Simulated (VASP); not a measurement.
Write the native input for VASP 6.6.1 that does the following.

```yaml
Task: single point
Functional: PBEsol
Potentials_or_basis: VASP PAW PBE potentials, release 64 (Hf_pv, O)
Cutoff: 520 eV
k_mesh: 6 × 6 × 8
Occupations: fermi-dirac, width 0.02 eV
Spin: no spin polarisation
Dipole_correction: no
Further_INCAR_settings: ALGO = Normal; EDIFF = 1e-06; NBANDS = 31
```

The structure of HfO2 lies in POSCAR:

```
HfO2
1.0
    4.8302865135      0.0000000000      0.0000000000
    0.0000000000      4.8302865135      0.0000000000
    0.0000000000      0.0000000000      3.2096901480
Hf O
2 4
Direct
    0.5000000000      0.5000000000      0.5000000000
    0.0000000000      0.0000000000      0.0000000000
    0.1949692925      0.8050307075      0.5000000000
    0.8050307075      0.1949692925      0.5000000000
    0.3050307075      0.3050307075      0.0000000000
    0.6949692925      0.6949692925      0.0000000000
```

One way to write it, as run:

INCAR

```
PREC = Accurate ; ENCUT = 520
EDIFF = 1E-6 ; ISMEAR = -1
SIGMA = 0.02 ; LREAL = F
LASPH = T ; NELM = 80
ALGO = Normal ; ISIF = 2
LWAVE = F ; LCHARG = T
GGA = PS ; LELF = T
LVHAR = T ; NBANDS = 31
```

KPOINTS

```
regular mesh
0
Gamma
  6 6 8
```

Potentials or basis: VASP PAW PBE potentials, release 64 (Hf_pv, O).

Run with:

```console
$ cat potpaw_PBE.64/Hf_pv/POTCAR potpaw_PBE.64/O/POTCAR > POTCAR
$ mpirun -np 1 vasp_std > vasp.out
```

It gave:

The pressure is -2.7 GPa and the largest force is 0.047 eV/Å. The band gap on the k mesh is 3.84 eV.

Caveat: the PAW data sets were made with another functional, which shifts forces and pressure a little; spin-orbit coupling is left out, which moves the levels of the heavy elements.

Run time: 89 s on 1 thread of Intel(R) Xeon(R) Platinum 8259CL CPU @ 2.50GHz (Skylake/Cascade Lake) (shared host), peak memory 0.24 GiB.
